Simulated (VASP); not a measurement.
Set up this calculation in VASP 6.6.1, as the native input.

```
Task                   : single point
Functional             : PBE
Potentials or basis    : VASP PAW PBE potentials, release 64 (Zn, S)
Cutoff                 : 520 eV
k mesh                 : 9 × 9 × 9
Occupations            : gaussian, width 0.029 eV
Spin                   : no spin polarisation
Dipole correction      : no
Further INCAR settings : ALGO = Normal; EDIFF = 1e-07; NBANDS = 16
```

The structure of ZnS lies in POSCAR:

```
ZnS
1.0
    0.0000000000      2.7020000000      2.7020000000
    2.7020000000      0.0000000000      2.7020000000
    2.7020000000      2.7020000000      0.0000000000
Zn S
1 1
Direct
    0.7500000000      0.7500000000      0.7500000000
    0.0000000000      0.0000000000      0.0000000000
```

These files were run (other wordings do the same):

INCAR

```
PREC = Accurate ; ENCUT = 520
EDIFF = 1E-7 ; ISMEAR = 0
SIGMA = 0.028999999999999998 ; LREAL = False
LASPH = True ; NELM = 100
ALGO = Normal ; ISIF = 2
LWAVE = False ; LCHARG = False
GGA = PE ; NBANDS = 16
```

KPOINTS

```
regular mesh
0
Gamma
  9 9 9
```

Potentials or basis: VASP PAW PBE potentials, release 64 (Zn, S).

The run is started by

```bash
$ cat potpaw_PBE.64/Zn/POTCAR potpaw_PBE.64/S/POTCAR > POTCAR
$ mpirun -np 1 vasp_std > vasp.out
```

Results of the run:

```
Pressure               : 1.8 GPa
Band gap on the k mesh : 2.11 eV, direct
```

It took 43 s on 1 thread of AMD EPYC 7R13, on a shared host, peak memory 0.13 GiB.
